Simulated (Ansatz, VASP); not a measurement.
One calculation of Ge32H19N, two programs

```
Ge H N
1.0
     8.00162    8.00162    0.00000
    -8.00162    8.00162    0.00000
     0.00000    0.00000   20.91290
Ge H N
32 19 1
Direct
  0.68704 0.31328 0.34260
  0.81211 0.68217 0.34283
  0.05319 0.94767 0.36154
  0.31851 0.18837 0.34271
  0.96899 0.53256 0.38273
  0.21212 0.78771 0.35834
  0.46775 0.03130 0.38258
  0.53381 0.46682 0.38299
  0.87921 0.38595 0.30390
  0.88106 0.87314 0.30107
  0.12771 0.11927 0.30076
  0.38674 0.38114 0.30331
  0.11347 0.62267 0.30285
  0.37755 0.88631 0.30294
  0.61415 0.12123 0.30374
  0.61958 0.61354 0.30315
  0.99896 0.25103 0.23502
  0.00158 0.74757 0.22849
  0.25279 0.99805 0.22841
  0.50015 0.24927 0.22891
  0.24875 0.50081 0.23574
  0.49937 0.75118 0.23574
  0.74898 0.00117 0.23503
  0.75089 0.49963 0.22894
  0.87500 0.12500 0.16446
  0.87500 0.62500 0.16446
  0.12500 0.87500 0.16446
  0.37500 0.12500 0.16446
  0.12500 0.37500 0.16446
  0.37500 0.62500 0.16446
  0.62500 0.87500 0.16446
  0.62500 0.37500 0.16446
  0.95102 0.04898 0.11954
  0.79898 0.20102 0.11954
  0.95102 0.54898 0.11954
  0.79898 0.70102 0.11954
  0.20102 0.79898 0.11954
  0.04898 0.95102 0.11954
  0.45102 0.04898 0.11954
  0.29898 0.20102 0.11954
  0.20102 0.29898 0.11954
  0.04898 0.45102 0.11954
  0.45102 0.54898 0.11954
  0.29898 0.70102 0.11954
  0.70102 0.79898 0.11954
  0.54898 0.95102 0.11954
  0.70102 0.29898 0.11954
  0.54898 0.45102 0.11954
  0.01523 0.98576 0.43004
  0.32928 0.77557 0.45753
  0.23595 0.66237 0.45381
  0.24716 0.74958 0.44323
```

Alike in both runs: task single point; functional revPBE; dispersion D3(BJ); k mesh 1 × 1 × 1; occupations gaussian, width 0.03 eV; no spin polarisation.

|  | VASP | Ansatz |
| --- | --- | --- |
| version | VASP 6.6.1 | Ansatz 0.2.0 |
| potentials or method | VASP PAW PBE potentials, release 64 (Ge_d, H, N) | scalar-relativistic, plane waves, PAW |
| plane-wave cutoff (eV) | 520 | 420 |
| valence electrons in the cell | 472 | 472 |

```tsv
	VASP	Ansatz	Ansatz less VASP
rms of the force components (eV/Å)	0.130	0.130	-0.0007
```

VASP's potentials were made for PBE, not for revPBE. Ansatz's warnings: dispersion switch in reach.
